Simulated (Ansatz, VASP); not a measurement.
# CdF2 in VASP and in Ansatz

```xyz
3
Lattice="0.0000 2.6940 2.6940 2.6940 0.0000 2.6940 2.6940 2.6940 0.0000" Properties=species:S:1:pos:R:3 pbc="T T T"
Cd    0.0000   -0.0500    0.0000
F     1.3470    1.3470    1.3470
F     4.0410    4.0410    4.0410
```

Change from the starting cell: all Cd atoms moved -0.050 Å, as atom 1 along Cartesian [0 1 0].

Alike in both runs: task single point; functional PBE; k mesh 8 × 8 × 8; occupations gaussian, width 0.05 eV; no spin polarisation.

|  | VASP | Ansatz |
| --- | --- | --- |
| version | VASP 6.6.1 | Ansatz 0.2.0 |
| potentials or method | VASP PAW PBE potentials, release 64 (Cd, F), cutoff 520 eV | scalar-relativistic, plane waves, PAW |
| valence electrons in the cell | 26 | 34 |

```tsv
	VASP	Ansatz	Ansatz less VASP
gap on the k mesh at the Fermi level (eV)	3.07	3.10	+0.033
least direct gap on the mesh (eV)	3.57	3.60	+0.031
pressure (GPa)	6.4	5.6	-0.76
traceless stress, the component that is largest in VASP (GPa)	-0.08	-0.07	+0.010
rms of the force components (eV/Å)	0.120	0.109	-0.0117
```

Atom by atom the forces differ by 0.012 eV/Å (rms over components). VASP's potentials hold 26 valence electrons a cell and Ansatz's 34, so a difference there can come from the potentials and not from the codes.
